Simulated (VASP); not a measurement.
Runs of VASP 6.6.1 on Sn. The structure is that of space group I4_1/amd (No. 141), or close to it. The cells are those of the table. 

```tsv
cell	gap on the mesh (eV)	pressure (GPa)
a = 4.674, b = 4.674, c = 4.446 Å, angles 61.6, 61.6, 56.8°, 2 atoms	none	1.5
a = 4.877, b = 4.877, c = 4.206 Å, angles 64.5, 64.5, 51.1°, 2 atoms	none	1.3
a = 4.771, b = 4.771, c = 4.319 Å, angles 63.1, 63.1, 53.8°, 2 atoms	none	1.5
a = 4.469, b = 4.469, c = 5.299 Å, angles 53.6, 53.6, 72.7°, 2 atoms	none	(a)
a = 4.497, b = 4.497, c = 4.845 Å, angles 57.4, 57.4, 65.2°, 2 atoms	none	1.3
a = 4.462, b = 4.462, c = 5.152 Å, angles 54.7, 54.7, 70.5°, 2 atoms	none	-0.3
a = 5.008, b = 5.008, c = 4.089 Å, angles 65.9, 65.9, 48.2°, 2 atoms	none	1.1
a = 4.472, b = 4.472, c = 4.986 Å, angles 56.1, 56.1, 67.8°, 2 atoms	none	0.7
a = 4.534, b = 4.534, c = 4.719 Å, angles 58.6, 58.6, 62.7°, 2 atoms	-	1.5
a = 5.111, b = 5.111, c = 4.010 Å, angles 66.9, 66.9, 46.2°, 2 atoms	none	0.7
```

Alike in all rows: task single point; level r2SCAN; potentials or basis VASP PAW PBE potentials, release 64 (Sn_d); no spin polarisation; k mesh 10 × 10 × 10; cutoff (eV) 520; smearing gaussian 0.15 eV.

Q: Estimate the missing entries.

A: (a) -1.2.

Caveats: the PAW data sets were made with another functional, which shifts forces and pressure a little; spin-orbit coupling is left out, which moves the levels of the heavy elements.

A k mesh can miss the band edges, and the runs leave out spin-orbit coupling on Sn.

A gap of «none» marks levels without a gap at the run's occupations.
